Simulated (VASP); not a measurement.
# CsPbBr3 (Pm-3m) in VASP: single point with PBE

Aim: the single point of CsPbBr3 with PBE.

All numbers are computed with VASP 6.6.1; they aren't measurements. Logs are shortened: lines on timing, memory, paths and dates and some standing lists are left out, and cuts for length are marked.

## 1. The cell of the first run

Symmetry: Pm-3m, No. 221, cubic system. Conventional cell: a = 5.870 Å, b = 5.870 Å, c = 5.870 Å, α = 90.00°, β = 90.00°, γ = 90.00°. Within 5.4 Å of Cs (site symmetry m-3m) lie 12 Br at 4.15 Å and 8 Pb at 5.08 Å. Within 3.9 Å of Pb (site symmetry m-3m) lie 6 Br at 2.94 Å. Br (site symmetry 4/mmm) has 2 Pb at 2.94 Å within 3.9 Å.

## 2. Single point, PBE

INCAR

```
SYSTEM = CsPbBr3
PREC = Accurate ; ENCUT = 520
EDIFF = 1E-7 ; ISMEAR = -1
SIGMA = 0.02 ; LREAL = .False.
LASPH = .True. ; NELM = 100
ALGO = Fast ; ISIF = 2
LWAVE = .False. ; LCHARG = .False.
GGA = PE ; NBANDS = 30
```

KPOINTS

```
Automatic mesh
0
Gamma
  5 5 5
  0 0 0
```

POSCAR

```
CsPbBr3
1.0
    5.8700000000      0.0000000000      0.0000000000
    0.0000000000      5.8700000000      0.0000000000
    0.0000000000      0.0000000000      5.8700000000
Cs Pb Br
1 1 3
Direct
    0.0000000000      0.0000000000      0.0000000000
    0.5000000000      0.5000000000      0.5000000000
    0.0000000000      0.5000000000      0.5000000000
    0.5000000000      0.0000000000      0.5000000000
    0.5000000000      0.5000000000      0.0000000000
```

Potentials or basis: VASP PAW PBE potentials, release 64 (Cs_sv, Pb_d, Br).

Run with:

```sh
cat potpaw_PBE.64/Cs_sv/POTCAR potpaw_PBE.64/Pb_d/POTCAR potpaw_PBE.64/Br/POTCAR > POTCAR
mpirun -np 1 vasp_std > vasp.out
```

OUTCAR:

```text
SYSTEM = CsPbBr3
   PREC = Accurate
   ENCUT = 520
   EDIFF = 1E-7
   ISMEAR = -1
   LREAL = .False.
   LASPH = .True.
   NELM = 100
   ISIF = 2
   GGA = PE

 ion  position               nearest neighbor table
   1  0.000  0.000  0.000-
   2  0.500  0.500  0.500-   3 2.94   4 2.94   5 2.94   5 2.94   4 2.94   3 2.94
   3  0.000  0.500  0.500-   2 2.94   2 2.94
   4  0.500  0.000  0.500-   2 2.94   2 2.94
   5  0.500  0.500  0.000-   2 2.94   2 2.94

  LATTYP: Found a simple cubic cell.
 ALAT       =     5.8700000000

  Lattice vectors:

 A1 = (   5.8700000000,   0.0000000000,   0.0000000000)
 A2 = (   0.0000000000,   5.8700000000,   0.0000000000)
 A3 = (   0.0000000000,   0.0000000000,   5.8700000000)

Analysis of symmetry for initial positions (statically):
=====================================================================
 Subroutine PRICEL returns:
 Original cell was already a primitive cell.

 Routine SETGRP: Setting up the symmetry group for a
 simple cubic supercell.

 Subroutine GETGRP returns: Found 48 space group operations
 (whereof 48 operations were pure point group operations)
 out of a pool of 48 trial point group operations.

The static configuration has the point symmetry O_h .

Analysis of symmetry for dynamics (positions and initial velocities):
=====================================================================
 Subroutine PRICEL returns:
 Original cell was already a primitive cell.

 Routine SETGRP: Setting up the symmetry group for a
 simple cubic supercell.

 Subroutine GETGRP returns: Found 48 space group operations
 (whereof 48 operations were pure point group operations)
 out of a pool of 48 trial point group operations.

The dynamic configuration has the point symmetry O_h .

 Subroutine INISYM returns: Found 48 space group operations
 (whereof 48 operations are pure point group operations),
 and found     1 'primitive' translations

----------------------------------------------------------------------------------------

                                     Primitive cell

  volume of cell :     202.2620

  direct lattice vectors                    reciprocal lattice vectors
     5.870000000  0.000000000  0.000000000     0.170357751  0.000000000  0.000000000
     0.000000000  5.870000000  0.000000000     0.000000000  0.170357751  0.000000000
     0.000000000  0.000000000  5.870000000     0.000000000  0.000000000  0.170357751

  length of vectors
     5.870000000  5.870000000  5.870000000     0.170357751  0.170357751  0.170357751

  position of ions in fractional coordinates (direct lattice)
     0.000000000  0.000000000  0.000000000
     0.500000000  0.500000000  0.500000000
     0.000000000  0.500000000  0.500000000
     0.500000000  0.000000000  0.500000000
     0.500000000  0.500000000  0.000000000

  ion indices of the primitive-cell ions
   primitive index   ion index
                 1           1
                 2           2
                 3           3
                 4           4
                 5           5

----------------------------------------------------------------------------------------

 KPOINTS: Automatic mesh

Automatic generation of k-mesh.
 Grid dimensions read from file:
 generate k-points for:    5    5    5

 Generating k-lattice:

  Cartesian coordinates                     Fractional coordinates (reciprocal lattice)
     0.034071550  0.000000000  0.000000000     0.200000000  0.000000000  0.000000000
     0.000000000  0.034071550  0.000000000     0.000000000  0.200000000  0.000000000
     0.000000000  0.000000000  0.034071550     0.000000000  0.000000000  0.200000000

  Length of vectors
     0.034071550  0.034071550  0.034071550

  Shift w.r.t. Gamma in fractional coordinates (k-lattice)
     0.000000000  0.000000000  0.000000000

 Subroutine IBZKPT returns following result:
 ===========================================

 Found     10 irreducible k-points:

 Following reciprocal coordinates:
            Coordinates               Weight
  0.000000  0.000000  0.000000      1.000000
  0.200000  0.000000  0.000000      6.000000
  0.400000  0.000000  0.000000      6.000000
  0.200000  0.200000  0.000000     12.000000
  0.400000  0.200000  0.000000     24.000000
  0.400000  0.400000  0.000000     12.000000
  0.200000  0.200000  0.200000      8.000000
  0.400000  0.200000  0.200000     24.000000
  0.400000  0.400000  0.200000     24.000000
  0.400000  0.400000  0.400000      8.000000
   k-points           NKPTS =     10   k-points in BZ     NKDIM =     10   number of bands    NBANDS=     30
   number of dos      NEDOS =    301   number of ions     NIONS =      5
   total plane-waves  NPLWV = 110592
   dimension x,y,z NGX =    48 NGY =   48 NGZ =   48
   dimension x,y,z NGXF=    96 NGYF=   96 NGZF=   96
   ions per type =               1   1   3
   NGX,Y,Z   is equivalent  to a cutoff of  13.59, 13.59, 13.59 a.u.
   NGXF,Y,Z  is equivalent  to a cutoff of  27.19, 27.19, 27.19 a.u.
 SYSTEM =  CsPbBr3
   PREC   = accura    normal or accurate (medium, high low for compatibility)
   ISTART =      0    job   : 0-new  1-cont  2-samecut
   ICHARG =      2    charge: 1-file 2-atom 10-const
   ISPIN  =      1    spin polarized calculation?
   LNONCOLLINEAR =      F non collinear calculations
   LSORBIT =      F    spin-orbit coupling
   LASPH  =      T    aspherical Exc in radial PAW
   ENCUT  =  520.0 eV  38.22 Ry    6.18 a.u.  10.91 10.91 10.91*2*pi/ulx,y,z
   NELM   =    100;   NELMIN=  2; NELMDL= -5     # of ELM steps
   EDIFF  = 0.1E-06   stopping-criterion for ELM
   LREAL  =      F    real-space projection
   EDIFFG = 0.1E-05   stopping-criterion for IOM
   NSW    =      0    number of steps for IOM
   IBRION =     -1    ionic relax: 0-MD 1-quasi-New 2-CG
   NFREE  =      0    steps in history (QN), initial steepest desc. (CG)
   ISIF   =      2    stress and relaxation
   ISYM   =      2    0-nonsym 1-usesym 2-fastsym
   POTIM  = 0.5000    time-step for ionic-motion
   TEBEG  =    0.0;   TEEND  =   0.0 temperature during run
   PSTRESS=    0.0 pullay stress
   NELECT =      44.0000    total number of electrons
   NUPDOWN=      -1.0000    fix difference up-down
   EMIN   =  10.00;   EMAX   =-10.00  energy-range for DOS
   EFERMI =   0.00;   METHOD = LEGACY
   ISMEAR =    -1;   SIGMA  =   0.02  broadening in eV -4-tet -1-fermi 0-gaus
   EFERMI_NEDOS =   21; number of points for ismear=-14 and -15
   IALGO  =     68    algorithm
   IMIX   =      4    mixing-type and parameters
     AMIX     =   0.40;   BMIX     =  1.00
     AMIX_MAG =   1.60;   BMIX_MAG =  1.00
  volume/ion in A,a.u.               =      40.45       272.99
  Fermi-wavevector in a.u.,A,eV,Ry     =   0.984587  1.860600 13.189657  0.969412
  Thomas-Fermi vector in A             =   2.115831
   LORBIT       =      0    0 simple, 1 ext, 2 COOP (PROOUT), +10 PAW based schemes
   GGA     = PE    functional components
   LHFCALC =     F    Hartree Fock is set to
   AEXX    =    0.0000 exact exchange contribution
   IVDW    =     0    specifies the selected vdW correction
   LEPSILON=     F    determine dielectric tensor
   LRPA    =     F    only Hartree local field effects (RPA)
 non-spin polarized calculation
 RMM-DIIS sequential band-by-band and
  energy-cutoff  :      520.00
  volume of cell :      202.26
 maximum number of plane-waves:      5467
 NGX is ok and might be reduce to    48
   NGX = 21   NGY = 21   NGZ = 21

 number of electron      44.0000000 magnetization

 Free energy of the ion-electron system (eV)
  ---------------------------------------------------
  ext. energy  EPLUGINS =         0.00000000
  ---------------------------------------------------
  free energy    TOTEN  =       -15.84925604 eV

  energy without entropy =      -15.84925604  energy(sigma->0) =      -15.84925604

 E-fermi :   1.1546     XC(G=0):  -7.6406

 val. band max:        0.6843778389   @ k =   0.4000   0.4000   0.4000
 cond. band min:       3.3349472893   @ k =   0.4000   0.4000   0.4000
 fundamental gap:      2.6505694504
 Fermi energy:         1.1545859166

 k-point     1 :       0.0000    0.0000    0.0000
  band No.  band energies     occupation
      1     -20.1776      2.00000
      2     -15.5542      2.00000
      3     -15.5542      2.00000
      4     -15.3898      2.00000
      5     -15.3898      2.00000
      6     -15.3898      2.00000
[... 22 lines left out ...]
     29       7.3391      0.00000
     30       7.3392      0.00000

 k-point     2 :       0.2000    0.0000    0.0000
  band No.  band energies     occupation
      1     -20.1772      2.00000
      2     -15.5541      2.00000
      3     -15.5321      2.00000
      4     -15.3902      2.00000
      5     -15.3902      2.00000
      6     -15.3898      2.00000
[... 22 lines left out ...]
     29       6.3767      0.00000
     30       7.2753      0.00000

 k-point     3 :       0.4000    0.0000    0.0000
  band No.  band energies     occupation
      1     -20.1766      2.00000
      2     -15.5541      2.00000
      3     -15.4955      2.00000
      4     -15.3908      2.00000
      5     -15.3908      2.00000
      6     -15.3898      2.00000
[... 22 lines left out ...]
     29       6.6192      0.00000
     30       7.7420      0.00000

 k-point     4 :       0.2000    0.2000    0.0000
  band No.  band energies     occupation
      1     -20.1768      2.00000
      2     -15.5433      2.00000
      3     -15.5203      2.00000
      4     -15.3905      2.00000
      5     -15.3902      2.00000
      6     -15.3902      2.00000
[... 22 lines left out ...]
     29       6.5531      0.00000
     30       7.0170      0.00000

 k-point     5 :       0.4000    0.2000    0.0000
  band No.  band energies     occupation
      1     -20.1763      2.00000
      2     -15.5397      2.00000
      3     -15.4864      2.00000
      4     -15.3911      2.00000
      5     -15.3908      2.00000
      6     -15.3902      2.00000
[... 22 lines left out ...]
     29       6.8559      0.00000
     30       7.3539      0.00000

 k-point     6 :       0.4000    0.4000    0.0000
  band No.  band energies     occupation
      1     -20.1758      2.00000
      2     -15.5263      2.00000
      3     -15.4606      2.00000
      4     -15.3917      2.00000
      5     -15.3907      2.00000
      6     -15.3907      2.00000
[... 22 lines left out ...]
     29       7.1833      0.00000
     30       7.2920      0.00000

 k-point     7 :       0.2000    0.2000    0.2000
  band No.  band energies     occupation
      1     -20.1765      2.00000
      2     -15.5203      2.00000
      3     -15.5203      2.00000
      4     -15.3905      2.00000
      5     -15.3905      2.00000
      6     -15.3905      2.00000
[... 22 lines left out ...]
     29       6.9743      0.00000
     30       7.0374      0.00000

 k-point     8 :       0.4000    0.2000    0.2000
  band No.  band energies     occupation
      1     -20.1760      2.00000
      2     -15.5202      2.00000
      3     -15.4820      2.00000
      4     -15.3911      2.00000
      5     -15.3911      2.00000
      6     -15.3905      2.00000
[... 22 lines left out ...]
     29       7.2310      0.00000
     30       7.5509      0.00000

 k-point     9 :       0.4000    0.4000    0.2000
  band No.  band energies     occupation
      1     -20.1755      2.00000
      2     -15.5017      2.00000
      3     -15.4606      2.00000
      4     -15.3917      2.00000
      5     -15.3911      2.00000
      6     -15.3911      2.00000
[... 22 lines left out ...]
     29       7.0119      0.00000
     30       7.2305      0.00000

 k-point    10 :       0.4000    0.4000    0.4000
  band No.  band energies     occupation
      1     -20.1750      2.00000
      2     -15.4606      2.00000
      3     -15.4606      2.00000
      4     -15.3917      2.00000
      5     -15.3917      2.00000
      6     -15.3917      2.00000
[... 22 lines left out ...]
     29       6.6208      0.00000
     30       7.5659      0.00000

------------------------ aborting loop because EDIFF is reached ----------------------------------------

  FORCE on cell =-STRESS in cart. coord.  units (eV):
  Direction    XX          YY          ZZ          XY          YZ          ZX
  --------------------------------------------------------------------------------------
  -------------------------------------------------------------------------------------
  Total        1.7595779      1.7595779      1.7595779     -0.0000000      0.0000000     -0.0000000
  in kB       13.9381387     13.9381387     13.9381387     -0.0000000      0.0000000     -0.0000000
  external PRESSURE =      13.9381387 kB  Pullay stress =       0.0000000 kB

 VOLUME and BASIS-vectors are now :
 -----------------------------------------------------------------------------
  energy-cutoff  :      520.00
  volume of cell :      202.26
      direct lattice vectors                 reciprocal lattice vectors
     5.870000000  0.000000000  0.000000000     0.170357751  0.000000000  0.000000000
     0.000000000  5.870000000  0.000000000     0.000000000  0.170357751  0.000000000
     0.000000000  0.000000000  5.870000000     0.000000000  0.000000000  0.170357751

 POSITION                                       TOTAL-FORCE (eV/Angst)
 -----------------------------------------------------------------------------------
      0.00000      0.00000      0.00000         0.000000      0.000000      0.000000
      2.93500      2.93500      2.93500         0.000000      0.000000      0.000000
      0.00000      2.93500      2.93500         0.000000      0.000000      0.000000
      2.93500      0.00000      2.93500         0.000000      0.000000      0.000000
      2.93500      2.93500      0.00000         0.000000      0.000000      0.000000
 -----------------------------------------------------------------------------------
    total drift:                                0.000000     -0.000000     -0.000000

  FREE ENERGIE OF THE ION-ELECTRON SYSTEM (eV)
  ---------------------------------------------------
  free  energy   TOTEN  =       -15.8492560369 eV

  energy  without entropy=      -15.8492560369  energy(sigma->0) =      -15.84925604
```

Wall time 45 s (1 thread of Intel Xeon 6975P-C (Granite Rapids), shared host); peak memory 0.35 GiB.

Results:

```yaml
Free_energy: -15.8493 eV
Pressure: 1.4 GPa
Band_gap_on_the_k_mesh: 2.65 eV
```

Caveat: spin-orbit coupling is left out, which moves the levels of the heavy elements; an odd mesh through Γ misses points on the zone boundary, where band edges can lie. A hybrid or GW would open this gap; PBE tends to underestimate it.
